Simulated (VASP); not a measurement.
# LiNbO3 (LiNbO3 (R3c)) (R3c) in VASP: relaxation of cell and atoms with PBE

Aim: the relaxation of cell and atoms of LiNbO3 (LiNbO3 (R3c)) with PBE.

Program: VASP 6.6.1. These are calculated values, not measurements. Logs are shortened: lines on timing, memory, paths and dates and some standing lists are left out, and cuts for length are marked.

### 1 The cell of the first run

The structure is trigonal, space group R3c (No. 161). The conventional cell has a = 5.152 Å, b = 5.152 Å, c = 13.869 Å, α = 90.00°, β = 90.00°, γ = 120.00°. Li (site symmetry 3) has 6 O at 2.07 to 2.24 Å within 2.7 Å. Within 2.5 Å of Nb (site symmetry 3) lie 6 O at 1.88 to 2.13 Å. Within 2.5 Å of O (site symmetry 1) lie 2 Nb at 1.88 to 2.13 Å and 2 Li at 2.07 to 2.24 Å.

### 2 Relaxation of cell and atoms, PBE

Input file INCAR:

```
SYSTEM = LiNbO3
ALGO = Normal ; EDIFF = 1E-6
EDIFFG = -0.005 ; ENCUT = 600
GGA = PE ; IBRION = 2
ISIF = 3 ; ISMEAR = 0
LASPH = .True. ; LCHARG = .False.
LREAL = .False. ; LWAVE = .False.
NELM = 80 ; NSW = 80
PREC = Accurate ; SIGMA = 0.01
```

Input file KPOINTS:

```
k-points
0
Gamma
  7 7 7
  0 0 0
```

Input file POSCAR:

```
LiNbO3
1.0
    2.5758000000      1.4871388000      4.6230000000
   -2.5758000000      1.4871388000      4.6230000000
    0.0000000000     -2.9742776000      4.6230000000
Li Nb O
2 2 6
Direct
    0.7185000000      0.7185000000      0.7185000000
    0.2185000000      0.2185000000      0.2185000000
    0.9999450000      0.9999450000      0.9999450000
    0.4999450000      0.4999450000      0.4999450000
    0.2804100000      0.6416400000      0.8876900000
    0.6416400000      0.8876900000      0.2804100000
    0.8876900000      0.2804100000      0.6416400000
    0.3876900000      0.1416400000      0.7804100000
    0.7804100000      0.3876900000      0.1416400000
    0.1416400000      0.7804100000      0.3876900000
```

Potentials or basis: VASP PAW PBE potentials, release 64 (Li_sv, Nb_sv, O).

The run is started by

```bash
$ cat potpaw_PBE.64/Li_sv/POTCAR potpaw_PBE.64/Nb_sv/POTCAR potpaw_PBE.64/O/POTCAR > POTCAR
$ mpirun -np 1 vasp_std > vasp.out
```

OUTCAR:

```text
SYSTEM = LiNbO3
   EDIFF = 1E-6
   EDIFFG = -0.005
   ENCUT = 600
   GGA = PE
   IBRION = 2
   ISIF = 3
   ISMEAR = 0
   LASPH = .True.
   LREAL = .False.
   NELM = 80
   NSW = 80
   PREC = Accurate

 ion  position               nearest neighbor table
   1  0.718  0.718  0.718-  10 2.07   9 2.07   8 2.07   6 2.24   5 2.24   7 2.24
   2  0.218  0.218  0.218-   5 2.07   7 2.07   6 2.07   8 2.24  10 2.24   9 2.24
   3  1.000  1.000  1.000-   6 1.88   7 1.88   5 1.88   8 2.13  10 2.13   9 2.13
   4  0.500  0.500  0.500-   8 1.88   9 1.88  10 1.88   6 2.13   5 2.13   7 2.13
   5  0.280  0.642  0.888-   3 1.88   2 2.07   4 2.13   1 2.24
   6  0.642  0.888  0.280-   3 1.88   2 2.07   4 2.13   1 2.24
   7  0.888  0.280  0.642-   3 1.88   2 2.07   4 2.13   1 2.24
   8  0.388  0.142  0.780-   4 1.88   1 2.07   3 2.13   2 2.24
   9  0.780  0.388  0.142-   4 1.88   1 2.07   3 2.13   2 2.24
  10  0.142  0.780  0.388-   4 1.88   1 2.07   3 2.13   2 2.24

  LATTYP: Found a trigonal (rhomboedric) cell.
 ALAT       =     5.4971316566
 COS(alpha) =     0.5608812349

  Lattice vectors:

 A1 = (   2.5758000000,   1.4871388000,   4.6230000000)
 A2 = (  -2.5758000000,   1.4871388000,   4.6230000000)
 A3 = (   0.0000000000,  -2.9742776000,   4.6230000000)

Analysis of symmetry for initial positions (statically):
=====================================================================
 Subroutine PRICEL returns:
 Original cell was already a primitive cell.

 Routine SETGRP: Setting up the symmetry group for a
 trigonal (rhombohedral) supercell.

 Subroutine GETGRP returns: Found  6 space group operations
 (whereof  3 operations were pure point group operations)
 out of a pool of 12 trial point group operations.

The static configuration has the point symmetry C_3 .
 The point group associated with its full space group is C_3v.

Analysis of symmetry for dynamics (positions and initial velocities):
=====================================================================
 Subroutine PRICEL returns:
 Original cell was already a primitive cell.

 Routine SETGRP: Setting up the symmetry group for a
 trigonal (rhombohedral) supercell.

 Subroutine GETGRP returns: Found  6 space group operations
 (whereof  3 operations were pure point group operations)
 out of a pool of 12 trial point group operations.

The dynamic configuration has the point symmetry C_3 .
 The point group associated with its full space group is C_3v.

 Subroutine INISYM returns: Found  6 space group operations
[... 130 lines left out ...]
   IALGO  =     38    algorithm
   IMIX   =      4    mixing-type and parameters
     AMIX     =   0.40;   BMIX     =  1.00
     AMIX_MAG =   1.60;   BMIX_MAG =  1.00
  volume/ion in A,a.u.               =      10.63        71.70
  Fermi-wavevector in a.u.,A,eV,Ry     =   1.410798  2.666022 27.080374  1.990351
  Thomas-Fermi vector in A             =   2.532715
   LORBIT       =      0    0 simple, 1 ext, 2 COOP (PROOUT), +10 PAW based schemes
   GGA     = PE    functional components
   LHFCALC =     F    Hartree Fock is set to
   AEXX    =    0.0000 exact exchange contribution
   IVDW    =     0    specifies the selected vdW correction
   LEPSILON=     F    determine dielectric tensor
   LRPA    =     F    only Hartree local field effects (RPA)
 conjugate gradient relaxation of ions
 non-spin polarized calculation
 Gauss-broadening in eV      SIGMA  =   0.01
  energy-cutoff  :      600.00
  volume of cell :      106.25
 maximum number of plane-waves:      3573
 NGX is ok and might be reduce to    48
   NGX = 21   NGY = 21   NGZ = 21

--------------------------------------- Ionic step        1  -------------------------------------------

 number of electron      68.0000002 magnetization

 Free energy of the ion-electron system (eV)
  ---------------------------------------------------
  ext. energy  EPLUGINS =         0.00000000
  ---------------------------------------------------
  free energy    TOTEN  =       -80.02127013 eV

  energy without entropy =      -80.02127013  energy(sigma->0) =      -80.02127013

------------------------ aborting loop because EDIFF is reached ----------------------------------------

  FORCE on cell =-STRESS in cart. coord.  units (eV):
  Direction    XX          YY          ZZ          XY          YZ          ZX
  --------------------------------------------------------------------------------------
  -------------------------------------------------------------------------------------
  Total        2.7287887      2.7287886      2.5904339      0.0000000      0.0000000      0.0000000
  in kB       41.1473341     41.1473328     39.0610850      0.0000000      0.0000000      0.0000000
  external PRESSURE =      40.4519173 kB  Pullay stress =       0.0000000 kB
[... 113 lines left out ...]
  FREE ENERGIE OF THE ION-ELECTRON SYSTEM (eV)
  ---------------------------------------------------
  free  energy   TOTEN  =       -80.0452300283 eV

  energy  without entropy=      -80.0452300283  energy(sigma->0) =      -80.04523003

[... ionic steps 4 to 8 ...]

--------------------------------------- Ionic step        9  -------------------------------------------

 number of electron      67.9999995 magnetization

------------------------ aborting loop because EDIFF is reached ----------------------------------------
[... 83 lines left out ...]
--------------------------------------- Ionic step       11  -------------------------------------------

 number of electron      67.9999995 magnetization

 Free energy of the ion-electron system (eV)
  ---------------------------------------------------
  ext. energy  EPLUGINS =         0.00000000
  ---------------------------------------------------
  free energy    TOTEN  =       -80.04984452 eV

  energy without entropy =      -80.04984452  energy(sigma->0) =      -80.04984452

 E-fermi :   3.4327     XC(G=0): -10.6890

 val. band max:        3.3615908680   @ k =   0.1429   0.1429   0.1429
 cond. band min:       6.8960078849   @ k =   0.1429   0.1429   0.0000
 fundamental gap:      3.5344170169
 Fermi energy:         3.4327305990

 k-point     1 :       0.0000    0.0000    0.0000
  band No.  band energies     occupation
      1     -50.8745      2.00000
      2     -50.8609      2.00000
      3     -39.2937      2.00000
      4     -39.2913      2.00000
      5     -27.1496      2.00000
      6     -27.1496      2.00000
[... 1021 lines left out ...]
     39       8.4172      0.00000
     40       8.5983      0.00000

 [... further k-points ...]
[... 5 lines left out ...]
  --------------------------------------------------------------------------------------
  -------------------------------------------------------------------------------------
  Total        0.0219306      0.0219306      0.0053516      0.0000000      0.0000000      0.0000000
  in kB        0.3237496      0.3237496      0.0790031      0.0000000      0.0000000      0.0000000
  external PRESSURE =       0.2421674 kB  Pullay stress =       0.0000000 kB
[... 25 lines left out ...]
  FREE ENERGIE OF THE ION-ELECTRON SYSTEM (eV)
  ---------------------------------------------------
  free  energy   TOTEN  =       -80.0498445211 eV

  energy  without entropy=      -80.0498445211  energy(sigma->0) =      -80.04984452

 reached required accuracy - stopping structural energy minimisation
```

OSZICAR:

```text
N       E                     dE             d eps       ncg     rms          rms(c)
DAV:   1     0.845738296338E+03    0.84574E+03   -0.40332E+04  3520   0.199E+03
DAV:   2    -0.202996394733E+02   -0.86604E+03   -0.84949E+03  4648   0.660E+02
DAV:   3    -0.913696697861E+02   -0.71070E+02   -0.70686E+02  5080   0.173E+02
[... 87 lines left out ...]
DAV:   4    -0.800498456853E+02    0.14748E-06   -0.12950E-05  4920   0.138E-02    0.545E-03
DAV:   5    -0.800498453317E+02    0.35359E-06   -0.42106E-07  1760   0.582E-03
  10 F= -.80049845E+02 E0= -.80049845E+02  d E =-.120675E-04
       N       E                     dE             d eps       ncg     rms          rms(c)
DAV:   1    -0.800498450484E+02    0.63688E-06   -0.41832E-05  4176   0.509E-02    0.669E-03
DAV:   2    -0.800498445211E+02    0.52736E-06   -0.19594E-06  1760   0.121E-02
  11 F= -.80049845E+02 E0= -.80049845E+02  d E =-.112568E-04
```

Run time: 16 min. Hardware: 1 thread of Intel Xeon 6975P-C (Granite Rapids), shared host; peak memory 0.44 GiB.

What came out:

```yaml
Free_energy: -80.0498 eV
Relaxed_volume: 10.85 Å³/atom
Relaxed_cell: a = 5.542 Å, b = 5.542 Å, c = 5.542 Å, α = 55.75°, β = 55.75°, γ = 55.75°
Space_group_after_relaxing_to_0.05_Å: R3c (No. 161)
Energy_gained_by_relaxing: 2.9 meV/atom
Ionic_steps: 11
Pressure_after_relaxing: 0.0 GPa
Largest_force_after_relaxing: 0.005 eV/Å
Band_gap_on_the_k_mesh: 3.53 eV, indirect (least direct gap 3.56 eV)
```

Forces on the atoms (eV/Å):
```
Li   0.000  0.000 -0.002
Li   0.000  0.000 -0.002
Nb   0.000  0.000  0.002
Nb   0.000  0.000  0.002
O    0.004 -0.003  0.000
O   -0.004 -0.002  0.000
O    0.001  0.005  0.000
O    0.004 -0.002  0.000
O   -0.001  0.005  0.000
O   -0.004 -0.003  0.000
```

The path:
```
step  energy change (eV)  largest force (eV/Å)  pressure (GPa)  volume (Å³)
   1              0.0000                0.1944            4.05       106.25
   2              0.0205                0.4646           -4.72       110.43
   3             -0.0240                0.1362            0.15       107.99
   4             -0.0280                0.0444            0.04       108.37
   5             -0.0285                0.0156            0.02       108.54
   6             -0.0285                0.0183            0.00       108.55
   7             -0.0285                0.0081           -0.04       108.56
   8             -0.0286                0.0031           -0.07       108.57
   9             -0.0286                0.0115            0.08       108.48
  10             -0.0286                0.0054            0.01       108.53
  11             -0.0286                0.0047            0.02       108.53
```

Final structure:
```
Li Nb O
1.0
     2.59144    1.49617    4.66531
    -2.59144    1.49617    4.66531
     0.00000   -2.99233    4.66531
Li Nb O
2 2 6
Direct
  0.71842 0.71842 0.71842
  0.21842 0.21842 0.21842
  0.99977 0.99977 0.99977
  0.49977 0.49977 0.49977
  0.27894 0.64155 0.88950
  0.64155 0.88950 0.27894
  0.88950 0.27894 0.64155
  0.38950 0.14155 0.77894
  0.77894 0.38950 0.14155
  0.14155 0.77894 0.38950
```

Caveat: the cutoff is under 1.25 times the usual one of these potentials, so pressure, stress and relaxed cells hold a basis-set (Pulay) error.
